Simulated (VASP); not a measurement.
Write the native input for VASP 6.6.1 that does the following.

```yaml
Task: single point
Functional: LDA
Potentials_or_basis: VASP PAW LDA potentials, release 64 (Ge_d, C, N)
Cutoff: 520 eV
k_mesh: 12 × 12 × 12
Occupations: gaussian, width 0.05 eV
Spin: no spin polarisation
Dipole_correction: no
Further_INCAR_settings: ALGO = Normal; EDIFF = 1e-07; NBANDS = 22
```

The structure of GeCN2 lies in POSCAR:

```
GeCN2
1.0
    1.7712407692      1.0226263349      4.5961012602
   -1.7712407692      1.0226263349      4.5961012602
    0.0000000000     -2.0452526698      4.5961012602
Ge C N
1 1 2
Direct
    0.0000000000      0.0000000000      0.0000000000
    0.5000000000      0.5000000000      0.5000000000
    0.4155196828      0.4155196828      0.4155196828
    0.5844803172      0.5844803172      0.5844803172
```

This cell differs from its parent crystal: ratio of the length along z to the lengths across it x 0.92, volume and fractional coordinates fixed.

One way to write it, as run:

INCAR

```
SYSTEM = GeCN2
PREC     = Accurate       ! precision mode
ENCUT    = 520            ! plane-wave cutoff, eV
EDIFF    = 1E-7           ! SCF threshold, eV
ISMEAR   = 0              ! smearing method
SIGMA    = 0.05           ! smearing width, eV
LREAL    = .False.        ! projectors in reciprocal space
LASPH    = .True.         ! aspherical terms in the spheres
NELM     = 100            ! most SCF steps
ALGO     = Normal         ! electronic algorithm
ISIF     = 2              ! what is computed and relaxed
LWAVE    = .False.        ! write WAVECAR
LCHARG   = .True.         ! write CHGCAR
LELF     = .True.         ! ELF
LVHAR    = .True.       
NBANDS   = 22             ! bands
```

KPOINTS

```
regular mesh
0
Gamma
  12 12 12
  0 0 0
```

Potentials or basis: VASP PAW LDA potentials, release 64 (Ge_d, C, N).

The run is started by

```bash
$ cat potpaw_LDA.64/Ge_d/POTCAR potpaw_LDA.64/C/POTCAR potpaw_LDA.64/N/POTCAR > POTCAR
$ mpirun -np 1 vasp_std > vasp.out
```

It gave:

```
Pressure               : 17.4 GPa
Largest force          : 6.614 eV/Å
Band gap on the k mesh : 0.29 eV (least direct gap 1.06 eV)
```

Caveat: the cell stands under pressure; forces of over 1 eV/Å act on the atoms, so gaps and moduli don't describe the material at rest.

It took 5.2 min on 1 thread of Intel(R) Xeon(R) Platinum 8488C (Sapphire Rapids) (shared host), peak memory 0.34 GiB.
